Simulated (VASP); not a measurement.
Runs of VASP 6.6.1 on GaN. The structure is that of space group F-43m (No. 216), or close to it. The cells are those of the table. 

| potentials or basis | cell | cutoff (eV) | second run | gap on the mesh (eV) | pressure (GPa) |
| --- | --- | --- | --- | --- | --- |
| VASP PAW PBE potentials, release 64 (Ga_d, N_h) | a = 3.243 Å, angles 60.0°, 2 atoms | 910 | hard_potentials | 1.77 | (b) |
| VASP PAW PBE potentials, release 64 (Ga_d, N) | a = 3.243 Å, angles 60.0°, 2 atoms | 520 | - | 1.77 | (a) |
| VASP PAW PBE potentials, release 64 (Ga_d, N) | a = 3.212 Å, angles 60.0°, 2 atoms | 520 | - | 1.96 | -4.5 |
| VASP PAW PBE potentials, release 64 (Ga_d, N) | a = 3.180 Å, angles 60.0°, 2 atoms | 520 | - | 2.16 | 1.1 |
| VASP PAW PBE potentials, release 64 (Ga_d, N_h) | a = 3.116 Å, angles 60.0°, 2 atoms | 910 | hard_potentials | 2.57 | 15.1 |
| VASP PAW PBE potentials, release 64 (Ga_d, N_h) | a = 3.180 Å, angles 60.0°, 2 atoms | 910 | hard_potentials | 2.16 | 1.0 |
| VASP PAW PBE potentials, release 64 (Ga_d, N) | a = 3.148 Å, angles 60.0°, 2 atoms | 520 | - | 2.36 | 7.6 |
| VASP PAW PBE potentials, release 64 (Ga_d, N) | a = 3.116 Å, angles 60.0°, 2 atoms | 520 | - | 2.57 | 15.2 |
| VASP PAW PBE potentials, release 64 (Ga_d, N_h) | a = 3.212 Å, angles 60.0°, 2 atoms | 910 | hard_potentials | 1.96 | -4.6 |

Alike in all rows: task single point; level r2SCAN; no spin polarisation; k mesh 10 × 10 × 10; smearing gaussian 0.02 eV.

Estimate the missing entries.

(a) -9.1; (b) -9.2.

Caveats: the PAW data sets were made with another functional, which shifts forces and pressure a little; the cutoff is under 1.25 times the usual one of these potentials, so pressure, stress and relaxed cells hold a basis-set (Pulay) error (some runs).

A k mesh can miss the band edges, and the runs leave out spin-orbit coupling on Ga.
